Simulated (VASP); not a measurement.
Wanted: the native input for a VASP 6.6.1 run.

```yaml
Task: single point
Functional: PBEsol
Potentials_or_basis: VASP PAW PBE potentials, release 64 (Ga_d, N)
Cutoff: 520 eV
k_mesh: 8 × 8 × 4
Occupations: gaussian, width 0.01 eV
Spin: no spin polarisation
Dipole_correction: no
Further_INCAR_settings: ALGO = Normal; EDIFF = 1e-06; NBANDS = 26
```

The structure of GaN lies in POSCAR:

```
GaN
1.0
    3.1610842788      0.0000000000      0.0000000000
   -1.5805421394      2.7375792890      0.0000000000
    0.0000000000      0.0000000000      5.1504547785
Ga N
2 2
Direct
    0.3333333333      0.6666666667     -0.0007724921
    0.6666666667      0.3333333333      0.4992275079
    0.3333333333      0.6666666667      0.3757724921
    0.6666666667      0.3333333333      0.8757724921
```

One way to write it, as run:

INCAR

```
SYSTEM = GaN
PREC     = Accurate       ! precision mode
ENCUT    = 520            ! plane-wave cutoff, eV
EDIFF    = 1E-6           ! SCF threshold, eV
ISMEAR   = 0              ! smearing method
SIGMA    = 0.01           ! smearing width, eV
LREAL    = .FALSE.        ! projectors in reciprocal space
LASPH    = .TRUE.         ! aspherical terms in the spheres
NELM     = 80             ! most SCF steps
ALGO     = Normal         ! electronic algorithm
ISIF     = 2              ! what is computed and relaxed
LWAVE    = .FALSE.        ! write WAVECAR
LCHARG   = .FALSE.        ! write CHGCAR
GGA      = PS             ! functional
NBANDS   = 26             ! bands
```

KPOINTS

```
Automatic mesh
0
G
  8 8 4
  0 0 0
```

Potentials or basis: VASP PAW PBE potentials, release 64 (Ga_d, N).

The run is started by

```bash
$ cat potpaw_PBE.64/Ga_d/POTCAR potpaw_PBE.64/N/POTCAR > POTCAR
$ mpirun -np 1 vasp_std > vasp.out
```

Results of the run:

The pressure is 3.8 GPa. The band gap on the k mesh is 2.03 eV, direct.

Caveat: the PAW data sets were made with another functional, which shifts forces and pressure a little.

Run time: 20 s on 1 thread of Intel(R) Xeon(R) Platinum 8488C (Sapphire Rapids), on a shared host, peak memory 0.17 GiB.
